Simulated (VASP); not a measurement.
A run of VASP 6.6.1 is set up as follows.

File INCAR:

```
SYSTEM = LiH
PREC = Accurate ; ENCUT = 750
EDIFF = 1E-8 ; ISMEAR = 0
SIGMA = 0.01 ; LREAL = .False.
LASPH = .True. ; NELM = 120
ALGO = Normal ; ISIF = 3
LWAVE = .False. ; LCHARG = .False.
GGA = PE ; NBANDS = 21
IBRION = 6 ; NFREE = 2
POTIM = 0.015 ; NSW = 1
GGA_COMPAT = .False. ; KPAR = 4
```

File KPOINTS:

```
regular mesh
0
Gamma
  12 12 2
  0 0 0
```

File POSCAR:

```
LiH
1.0
    2.8118599498      0.0000000000      0.0000000000
   -1.4059299749      2.4351421484      0.0000000000
    0.0000000000      0.0000000000     11.8399742335
Li H
5 5
Direct
    0.0000000000      0.0000000000      0.7929663847
    0.0000000000      0.0000000000      0.0000000000
    0.0000000000      0.0000000000      0.2070336153
    0.3333333333      0.6666666667      0.4023024425
    0.6666666667      0.3333333333      0.5976975575
    0.3333333333      0.6666666667      0.6954374662
    0.6666666667      0.3333333333      0.8965786158
    0.3333333333      0.6666666667      0.1034213842
    0.6666666667      0.3333333333      0.3045625338
    0.0000000000      0.0000000000      0.5000000000
```

Potentials or basis: VASP PAW PBE potentials, release 64 (Li_sv, H).

Launch:

```sh
$ cat potpaw_PBE.64/Li_sv/POTCAR potpaw_PBE.64/H/POTCAR > POTCAR
$ mpirun -np 4 vasp_std > vasp.out
```

**Question.** What does it give for the Voigt bulk modulus?

**Answer.** 36 GPa.

**Question.** Predict the highest phonon frequency at Γ.

**Answer.** 1098 cm⁻¹.

Clamped-ion elastic tensor (GPa):
```
 99  12  -4  -3   0   0
 12  99  -4   3   0   0
 -4  -4 119   0   0   0
 -3   3   0  32   0   0
  0   0   0   0  32  -3
  0   0   0   0  -3  43
```
